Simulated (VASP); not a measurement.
Set up this calculation in VASP 6.6.1, as the native input.

```
Task                   : relaxation of cell and atoms
Functional             : PBEsol
Potentials or basis    : VASP PAW PBE potentials, release 64 (Y_sv)
Cutoff                 : 500 eV
k mesh                 : 12 × 12 × 8
Occupations            : gaussian, width 0.1 eV
Spin                   : no spin polarisation
Target pressure        : 8 GPa
Dipole correction      : no
Further INCAR settings : ALGO = Normal; EDIFF = 1e-07; IBRION = 2; EDIFFG = -0.008; NSW = 70; ISIF = 3
```

The structure of Y lies in POSCAR:

```
Y
1.0
    3.4276202885      0.0000000000      0.0000000000
   -1.7138101442      2.9684062443      0.0000000000
    0.0000000000      0.0000000000      5.3265872188
Y
2
Direct
    0.3333333333      0.6666666667      0.2500000000
    0.6666666667      0.3333333333      0.7500000000
```

One way to write it, as run:

INCAR

```
ALGO     = Normal         # electronic algorithm
EDIFF    = 1E-7           # SCF threshold, eV
EDIFFG   = -0.008         # ionic threshold
ENCUT    = 500            # plane-wave cutoff, eV
GGA      = PS             # functional
GGA_COMPAT= F            
IBRION   = 2              # ionic algorithm
ISIF     = 3              # what is computed and relaxed
ISMEAR   = 0              # smearing method
LASPH    = T              # aspherical terms in the spheres
LCHARG   = F              # write CHGCAR
LREAL    = F              # projectors in reciprocal space
LWAVE    = F              # write WAVECAR
NELM     = 120            # most SCF steps
NELMIN   = 4            
NSW      = 70             # ionic steps
PREC     = Accurate       # precision mode
PSTRESS  = 80.0         
SIGMA    = 0.1            # smearing width, eV
```

KPOINTS

```
k-points
0
Gamma
  12 12 8
```

Potentials or basis: VASP PAW PBE potentials, release 64 (Y_sv).

Command:

```sh
$ cat potpaw_PBE.64/Y_sv/POTCAR > POTCAR
$ mpirun -np 1 vasp_std > vasp.out
```

It gave:

- Relaxed volume: 26.76 Å³/atom
- Relaxed cell: a = 3.403 Å, b = 3.403 Å, c = 5.336 Å, α = 90.00°, β = 90.00°, γ = 120.00°
- Space group after relaxing (to 0.1 Å): P6_3/mmc (No. 194)
- Energy change on relaxing (the run minimises the enthalpy): +15.6 meV/atom
- Ionic steps: 5
- Pressure after relaxing: 8.0 GPa
- Band gap on the k mesh: zero (bands 11 and 12 overlap by 2.15 eV)

Caveat: the cell is relaxed towards a set pressure, so the run minimises the enthalpy, not the energy; the PAW data sets were made with another functional, which shifts forces and pressure a little.

It took 7.4 min on 1 thread of Oxide Virtual Turin-like Processor, with other jobs on the host, peak memory 0.21 GiB.
